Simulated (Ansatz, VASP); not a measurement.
## Ni: VASP beside Ansatz

```
CELL_PARAMETERS angstrom
0.00000 1.75725 1.75725
1.75725 0.00000 1.75725
1.75725 1.75725 0.00000
ATOMIC_POSITIONS crystal
Ni 0.00000 0.00000 0.00000
```

Alike in both runs: task single point; functional PBE; k mesh 15 × 15 × 15; no spin polarisation.

|  | VASP | Ansatz |
| --- | --- | --- |
| version | VASP 6.6.1 | Ansatz 0.2.0 |
| potentials or method | VASP PAW PBE potentials, release 64 (Ni), cutoff 520 eV | plane waves (420 eV) with PAW, scalar-relativistic |
| occupations | methfessel-paxton of order 1, width 0.2 eV | cold, width 0.2 eV |
| valence electrons in the cell | 10 | 18 |

```tsv
	VASP	Ansatz	Ansatz less VASP
pressure (GPa)	-0.6	-0.7	-0.08
```

VASP's potentials hold 10 valence electrons a cell and Ansatz's 18, so a difference there can come from the potentials and not from the codes.
